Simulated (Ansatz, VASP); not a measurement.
## Cu: VASP beside Ansatz

INCAR

```
SYSTEM = Cu
PREC     = Accurate       ! precision mode
ENCUT    = 520            ! plane-wave cutoff, eV
EDIFF    = 1E-6           ! SCF threshold, eV
ISMEAR   = -1             ! smearing method
SIGMA    = 0.1            ! smearing width, eV
LREAL    = .FALSE.        ! projectors in reciprocal space
LASPH    = .TRUE.         ! aspherical terms in the spheres
NELM     = 80             ! most SCF steps
ALGO     = Normal         ! electronic algorithm
ISIF     = 2              ! what is computed and relaxed
LWAVE    = .FALSE.        ! write WAVECAR
LCHARG   = .FALSE.        ! write CHGCAR
LDIPOL   = .TRUE.       
IDIPOL   = 3            
DIPOL    = 0.5 0.5 0.500
GGA      = PS             ! functional
NBANDS   = 36             ! bands
```

KPOINTS

```
Automatic mesh
0
G
  16 12 1
  0 0 0
```

Contents of POSCAR:

```
Cu
1.0
    2.5195991541      0.0000000000      0.0000000000
    0.0000000000      3.5632512955      0.0000000000
    0.0000000000      0.0000000000     21.0392000000
Cu
5
Direct
    0.0000000000      0.0000000000      0.3802426351
    0.5000000000      0.5000000000      0.4401213174
    0.0000000000      0.0000000000      0.5000000000
    0.5000000000      0.5000000000      0.5598786826
    0.0000000000      0.0000000000      0.6197573649
```

Input for Ansatz:

```yaml
crystal:
  lattice:
    - [2.5195991541, 0.0, 0.0]
    - [0.0, 3.5632512955, 0.0]
    - [0.0, 0.0, 21.0392]
  atoms:
    - { symbol: Cu, position: [0.0, 0.0, 0.3802426351] }
    - { symbol: Cu, position: [0.5, 0.5, 0.4401213174] }
    - { symbol: Cu, position: [0.0, 0.0, 0.5] }
    - { symbol: Cu, position: [0.5, 0.5, 0.5598786826] }
    - { symbol: Cu, position: [0.0, 0.0, 0.6197573649] }
kpoints:
  mp_grid: { grid: [16, 12, 1] }
scf:
  occupations: { method: fermi_dirac, width: 0.1 }
hamiltonian:
  xc: pbesol
  pseudopotentials: { kind: paw }
output:
  forces: true
  stress: true
  eigenvalues: true
  populations: true
efield:
  axis: 3
  amplitude: 0
  dipole_correction: true
```

Alike in both runs: task single point; functional PBEsol; k mesh 16 × 12 × 1; occupations fermi-dirac, width 0.1 eV; no spin polarisation.

|  | VASP | Ansatz |
| --- | --- | --- |
| version | VASP 6.6.1 | Ansatz 0.2.0 |
| potentials or method | VASP PAW PBE potentials, release 64 (Cu) | PAW with Ansatz's default frozen-core files, scalar-relativistic |
| plane-wave cutoff (eV) | 520 | 420 |
| valence electrons in the cell | 55 | 95 |

Ansatz gave:

```
rms of the force components (eV/Å) : 0.227
```

Estimate VASP's values.

rms of the force components (eV/Å): 0.218.

VASP's potentials were made for PBE, not for PBEsol. Atom by atom the forces differ by 0.014 eV/Å (rms over components). The functional is the same, so the differences come from potentials, cutoffs and numerics. VASP's potentials hold 55 valence electrons a cell and Ansatz's 95, so a difference there can come from the potentials and not from the codes.
